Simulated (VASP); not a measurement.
# Si3N4 (Pm-3m) in VASP: a series of runs

The runs below take Si3N4 through single point, relaxation of cell and atoms, with PBE.

Everything below comes from runs of VASP 6.6.1. Logs are shortened: lines on timing, memory, paths and dates and some standing lists are left out, and cuts for length are marked.

**1. The cell of the first run**

The structure is cubic, space group Pm-3m (No. 221). Conventional cell: a = 3.830 Å, b = 3.830 Å, c = 3.830 Å, α = 90.00°, β = 90.00°, γ = 90.00°. Within 2.5 Å of Si (site symmetry 4/mmm) lie 6 N at 1.91 Å. Within 2.5 Å of N (site symmetry m-3m) lie 6 Si at 1.91 Å. N (site symmetry 4/mmm) has 4 Si at 1.91 Å within 2.5 Å.

**2. Single point, PBE**

The input, INCAR:

```
PREC = Accurate ; ENCUT = 520
EDIFF = 1E-6 ; ISMEAR = 0
SIGMA = 0.1 ; LREAL = F
LASPH = T ; NELM = 100
ALGO = Normal ; ISIF = 2
LWAVE = F ; LCHARG = F
GGA = PE ; NBANDS = 25
```

The input, KPOINTS:

```
Automatic mesh
0
Gamma
  10 10 10
```

The input, POSCAR:

```
Si3N4
1.0
    3.8296997658      0.0000000000      0.0000000000
    0.0000000000      3.8296997658      0.0000000000
    0.0000000000      0.0000000000      3.8296997658
Si N
3 4
Direct
    0.5000000000      0.5000000000      0.0000000000
    0.0000000000      0.5000000000      0.5000000000
    0.5000000000      0.0000000000      0.5000000000
    0.5000000000      0.5000000000      0.5000000000
    0.5000000000      0.0000000000      0.0000000000
    0.0000000000      0.5000000000      0.0000000000
    0.0000000000      0.0000000000      0.5000000000
```

Potentials or basis: VASP PAW PBE potentials, release 64 (Si, N).

The run is started by

```
$ cat potpaw_PBE.64/Si/POTCAR potpaw_PBE.64/N/POTCAR > POTCAR
$ mpirun -np 1 vasp_std > vasp.out
```

OUTCAR:

```text
PREC = Accurate
   ENCUT = 520
   EDIFF = 1E-6
   ISMEAR = 0
   LREAL = F
   LASPH = T
   NELM = 100
   ISIF = 2
   GGA = PE

 ion  position               nearest neighbor table
   1  0.500  0.500  0.000-   4 1.91   5 1.91   6 1.91   4 1.91   5 1.91   6 1.91   3 2.71   3 2.71
                             3 2.71   2 2.71   3 2.71   2 2.71   2 2.71   2 2.71
   2  0.000  0.500  0.500-   4 1.91   6 1.91   7 1.91   6 1.91   7 1.91   4 1.91   3 2.71   3 2.71
                             1 2.71   1 2.71   3 2.71   1 2.71   1 2.71   3 2.71
   3  0.500  0.000  0.500-   4 1.91   5 1.91   7 1.91   5 1.91   4 1.91   7 1.91   2 2.71   1 2.71
                             2 2.71   1 2.71   1 2.71   2 2.71   1 2.71   2 2.71
   4  0.500  0.500  0.500-   1 1.91   2 1.91   3 1.91   1 1.91   3 1.91   2 1.91
   5  0.500  0.000  0.000-   1 1.91   3 1.91   3 1.91   1 1.91
   6  0.000  0.500  0.000-   1 1.91   2 1.91   2 1.91   1 1.91
   7  0.000  0.000  0.500-   2 1.91   3 1.91   2 1.91   3 1.91

  LATTYP: Found a simple cubic cell.
 ALAT       =     3.8296997658

  Lattice vectors:

 A1 = (   3.8296997658,   0.0000000000,   0.0000000000)
 A2 = (   0.0000000000,   3.8296997658,   0.0000000000)
 A3 = (   0.0000000000,   0.0000000000,   3.8296997658)

Analysis of symmetry for initial positions (statically):
=====================================================================
 Subroutine PRICEL returns:
 Original cell was already a primitive cell.

 Routine SETGRP: Setting up the symmetry group for a
 simple cubic supercell.

 Subroutine GETGRP returns: Found 48 space group operations
 (whereof 48 operations were pure point group operations)
 out of a pool of 48 trial point group operations.

The static configuration has the point symmetry O_h .

Analysis of symmetry for dynamics (positions and initial velocities):
=====================================================================
 Subroutine PRICEL returns:
 Original cell was already a primitive cell.

 Routine SETGRP: Setting up the symmetry group for a
 simple cubic supercell.

 Subroutine GETGRP returns: Found 48 space group operations
 (whereof 48 operations were pure point group operations)
 out of a pool of 48 trial point group operations.

The dynamic configuration has the point symmetry O_h .

 Subroutine INISYM returns: Found 48 space group operations
 (whereof 48 operations are pure point group operations),
 and found     1 'primitive' translations

----------------------------------------------------------------------------------------

                                     Primitive cell

  volume of cell :      56.1687

  direct lattice vectors                    reciprocal lattice vectors
     3.829699766  0.000000000  0.000000000     0.261117075  0.000000000  0.000000000
     0.000000000  3.829699766  0.000000000     0.000000000  0.261117075  0.000000000
     0.000000000  0.000000000  3.829699766     0.000000000  0.000000000  0.261117075

  length of vectors
     3.829699766  3.829699766  3.829699766     0.261117075  0.261117075  0.261117075

  position of ions in fractional coordinates (direct lattice)
     0.500000000  0.500000000  0.000000000
     0.000000000  0.500000000  0.500000000
     0.500000000  0.000000000  0.500000000
     0.500000000  0.500000000  0.500000000
     0.500000000  0.000000000  0.000000000
     0.000000000  0.500000000  0.000000000
     0.000000000  0.000000000  0.500000000

  ion indices of the primitive-cell ions
   primitive index   ion index
                 1           1
                 2           2
                 3           3
                 4           4
                 5           5
                 6           6
                 7           7

----------------------------------------------------------------------------------------

 KPOINTS: Automatic mesh

Automatic generation of k-mesh.
 Grid dimensions read from file:
 generate k-points for:   10   10   10

 Generating k-lattice:

  Cartesian coordinates                     Fractional coordinates (reciprocal lattice)
     0.026111707  0.000000000  0.000000000     0.100000000  0.000000000  0.000000000
     0.000000000  0.026111707  0.000000000     0.000000000  0.100000000  0.000000000
     0.000000000  0.000000000  0.026111707     0.000000000  0.000000000  0.100000000

  Length of vectors
     0.026111707  0.026111707  0.026111707

  Shift w.r.t. Gamma in fractional coordinates (k-lattice)
     0.000000000  0.000000000  0.000000000

 Subroutine IBZKPT returns following result:
 ===========================================

 Found     56 irreducible k-points:

 Following reciprocal coordinates:
            Coordinates               Weight
  0.000000  0.000000  0.000000      1.000000
  0.100000  0.000000  0.000000      6.000000
  0.200000  0.000000  0.000000      6.000000
  0.300000  0.000000  0.000000      6.000000
  0.400000  0.000000  0.000000      6.000000
  0.500000  0.000000  0.000000      3.000000
[... 16 lines left out ...]
  0.200000  0.100000  0.100000     24.000000
  0.300000  0.100000  0.100000     24.000000
 [... further k-points ...]
   k-points           NKPTS =     56   k-points in BZ     NKDIM =     56   number of bands    NBANDS=     25
   number of dos      NEDOS =    301   number of ions     NIONS =      7
   total plane-waves  NPLWV =  21952
   dimension x,y,z NGX =    28 NGY =   28 NGZ =   28
   dimension x,y,z NGXF=    56 NGYF=   56 NGZF=   56
   ions per type =               3   4
   NGX,Y,Z   is equivalent  to a cutoff of  12.15, 12.15, 12.15 a.u.
   NGXF,Y,Z  is equivalent  to a cutoff of  24.31, 24.31, 24.31 a.u.
 SYSTEM =  unknown system
   PREC   = accura    normal or accurate (medium, high low for compatibility)
   ISTART =      0    job   : 0-new  1-cont  2-samecut
   ICHARG =      2    charge: 1-file 2-atom 10-const
   ISPIN  =      1    spin polarized calculation?
   LNONCOLLINEAR =      F non collinear calculations
   LSORBIT =      F    spin-orbit coupling
   LASPH  =      T    aspherical Exc in radial PAW
   ENCUT  =  520.0 eV  38.22 Ry    6.18 a.u.   7.12  7.12  7.12*2*pi/ulx,y,z
   NELM   =    100;   NELMIN=  2; NELMDL= -5     # of ELM steps
   EDIFF  = 0.1E-05   stopping-criterion for ELM
   LREAL  =      F    real-space projection
   EDIFFG = 0.1E-04   stopping-criterion for IOM
   NSW    =      0    number of steps for IOM
   IBRION =     -1    ionic relax: 0-MD 1-quasi-New 2-CG
   NFREE  =      0    steps in history (QN), initial steepest desc. (CG)
   ISIF   =      2    stress and relaxation
   ISYM   =      2    0-nonsym 1-usesym 2-fastsym
   POTIM  = 0.5000    time-step for ionic-motion
   TEBEG  =    0.0;   TEEND  =   0.0 temperature during run
   PSTRESS=    0.0 pullay stress
   NELECT =      32.0000    total number of electrons
   NUPDOWN=      -1.0000    fix difference up-down
   EMIN   =  10.00;   EMAX   =-10.00  energy-range for DOS
   EFERMI =   0.00;   METHOD = LEGACY
   ISMEAR =     0;   SIGMA  =   0.10  broadening in eV -4-tet -1-fermi 0-gaus
   EFERMI_NEDOS =   21; number of points for ismear=-14 and -15
   IALGO  =     38    algorithm
   IMIX   =      4    mixing-type and parameters
     AMIX     =   0.40;   BMIX     =  1.00
     AMIX_MAG =   1.60;   BMIX_MAG =  1.00
  volume/ion in A,a.u.               =       8.02        54.15
  Fermi-wavevector in a.u.,A,eV,Ry     =   1.357147  2.564635 25.059848  1.841847
  Thomas-Fermi vector in A             =   2.484090
   LORBIT       =      0    0 simple, 1 ext, 2 COOP (PROOUT), +10 PAW based schemes
   GGA     = PE    functional components
   LHFCALC =     F    Hartree Fock is set to
   AEXX    =    0.0000 exact exchange contribution
   IVDW    =     0    specifies the selected vdW correction
   LEPSILON=     F    determine dielectric tensor
   LRPA    =     F    only Hartree local field effects (RPA)
 non-spin polarized calculation
 Gauss-broadening in eV      SIGMA  =   0.10
  energy-cutoff  :      520.00
  volume of cell :       56.17
 maximum number of plane-waves:      1526
   NGX = 15   NGY = 15   NGZ = 15

 number of electron      32.0000008 magnetization

 Free energy of the ion-electron system (eV)
  ---------------------------------------------------
  ext. energy  EPLUGINS =         0.00000000
  ---------------------------------------------------
  free energy    TOTEN  =       -49.73967522 eV

  energy without entropy =      -49.73393478  energy(sigma->0) =      -49.73680500

 E-fermi :  11.9500     XC(G=0): -12.5873

 val. band max:       11.9440487905   @ k =   0.5000   0.4000   0.3000
 cond. band min:      11.9603908344   @ k =   0.5000   0.5000   0.4000
 fundamental gap:      0.0163420439
 Fermi energy:        11.9500405718

 k-point     1 :       0.0000    0.0000    0.0000
  band No.  band energies     occupation
      1     -10.2064      2.00000
      2      -4.3600      2.00000
      3      -3.1254      2.00000
      4      -3.1254      2.00000
      5       0.3457      2.00000
      6       0.3457      2.00000
[... 17 lines left out ...]
     24      23.9260      0.00000
     25      23.9262      0.00000

 k-point     2 :       0.1000    0.0000    0.0000
  band No.  band energies     occupation
      1     -10.1408      2.00000
      2      -4.4853      2.00000
      3      -3.3427      2.00000
      4      -3.0906      2.00000
      5       0.4071      2.00000
      6       0.4071      2.00000
[... 17 lines left out ...]
     24      23.4430      0.00000
     25      23.9420      0.00000

 k-point     3 :       0.2000    0.0000    0.0000
  band No.  band energies     occupation
      1      -9.9519      2.00000
      2      -4.9593      2.00000
      3      -3.6009      2.00000
      4      -2.9963      2.00000
      5       0.5829      2.00000
      6       0.5829      2.00000
[... 17 lines left out ...]
     24      22.4372      0.00000
     25      23.2231      0.00000

 k-point     4 :       0.3000    0.0000    0.0000
  band No.  band energies     occupation
      1      -9.6704      2.00000
      2      -5.6584      2.00000
      3      -3.6716      2.00000
      4      -2.8717      2.00000
      5       0.8414      2.00000
      6       0.8414      2.00000
[... 17 lines left out ...]
     24      21.4238      0.00000
     25      22.5209      0.00000

 k-point     5 :       0.4000    0.0000    0.0000
  band No.  band energies     occupation
      1      -9.3765      2.00000
      2      -6.2667      2.00000
      3      -3.6715      2.00000
      4      -2.7630      2.00000
      5       1.1052      2.00000
      6       1.1052      2.00000
[... 17 lines left out ...]
     24      20.6719      0.00000
     25      21.2866      0.00000

 k-point     6 :       0.5000    0.0000    0.0000
  band No.  band energies     occupation
      1      -9.2368      2.00000
      2      -6.5192      2.00000
      3      -3.6660      2.00000
      4      -2.7194      2.00000
      5       1.2273      2.00000
      6       1.2273      2.00000
[... 17 lines left out ...]
     24      20.3863      0.00000
     25      21.2974      0.00000
[... 393 lines left out ...]
 k-point    21 :       0.5000    0.5000    0.0000
  band No.  band energies     occupation
      1      -8.4689      2.00000
      2      -5.2829      2.00000
      3      -5.2829      2.00000
      4      -4.3918      2.00000
      5       1.5608      2.00000
      6       1.5608      2.00000
[... 17 lines left out ...]
     24      19.9765      0.00000
     25      20.1047      0.00000

 k-point    22 :       0.1000    0.1000    0.1000
  band No.  band energies     occupation
      1     -10.0107      2.00000
      2      -4.6379      2.00000
      3      -3.4227      2.00000
      4      -3.4227      2.00000
      5       0.7153      2.00000
      6       0.7153      2.00000
[... 17 lines left out ...]
     24      23.2895      0.00000
     25      23.5078      0.00000

 k-point    23 :       0.2000    0.1000    0.1000
  band No.  band energies     occupation
      1      -9.8242      2.00000
      2      -4.9594      2.00000
      3      -3.7905      2.00000
      4      -3.2993      2.00000
      5       0.7435      2.00000
      6       0.9594      2.00000
[... 17 lines left out ...]
     24      22.2544      0.00000
     25      23.1421      0.00000

 k-point    24 :       0.3000    0.1000    0.1000
  band No.  band energies     occupation
      1      -9.5475      2.00000
      2      -5.5676      2.00000
      3      -3.9131      2.00000
      4      -3.1304      2.00000
      5       0.7365      2.00000
      6       1.2179      2.00000
[... 17 lines left out ...]
     24      21.6191      0.00000
     25      22.0658      0.00000

 [... further k-points ...]
[... 5 lines left out ...]
  --------------------------------------------------------------------------------------
  -------------------------------------------------------------------------------------
  Total        0.0219744      0.0219744      0.0219744      0.0000000     -0.0000000      0.0000000
  in kB        0.6268054      0.6268054      0.6268054      0.0000000     -0.0000000      0.0000000
  external PRESSURE =       0.6268054 kB  Pullay stress =       0.0000000 kB

 VOLUME and BASIS-vectors are now :
 -----------------------------------------------------------------------------
  energy-cutoff  :      520.00
  volume of cell :       56.17
      direct lattice vectors                 reciprocal lattice vectors
     3.829699766  0.000000000  0.000000000     0.261117075  0.000000000  0.000000000
     0.000000000  3.829699766  0.000000000     0.000000000  0.261117075  0.000000000
     0.000000000  0.000000000  3.829699766     0.000000000  0.000000000  0.261117075

 POSITION                                       TOTAL-FORCE (eV/Angst)
 -----------------------------------------------------------------------------------
      1.91485      1.91485      0.00000         0.000000      0.000000      0.000000
      0.00000      1.91485      1.91485         0.000000      0.000000      0.000000
      1.91485      0.00000      1.91485         0.000000      0.000000      0.000000
      1.91485      1.91485      1.91485         0.000000      0.000000      0.000000
      1.91485      0.00000      0.00000         0.000000      0.000000      0.000000
      0.00000      1.91485      0.00000         0.000000      0.000000      0.000000
      0.00000      0.00000      1.91485         0.000000      0.000000      0.000000
 -----------------------------------------------------------------------------------
    total drift:                                0.000000      0.000000     -0.000000

  FREE ENERGIE OF THE ION-ELECTRON SYSTEM (eV)
  ---------------------------------------------------
  free  energy   TOTEN  =       -49.7396752175 eV

  energy  without entropy=      -49.7339347758  energy(sigma->0) =      -49.73680500
```

It took 25 s on 1 thread of Intel Xeon 6975P-C (Granite Rapids), shared host; peak memory 0.18 GiB.

Results:

```yaml
Free_energy: -49.7397 eV
Pressure: 0.1 GPa
Band_gap_on_the_k_mesh: zero (band 16 reaches 12.20 eV, above the bottom of band 17 at 11.41 eV)
```

[end of part 1 of 2]
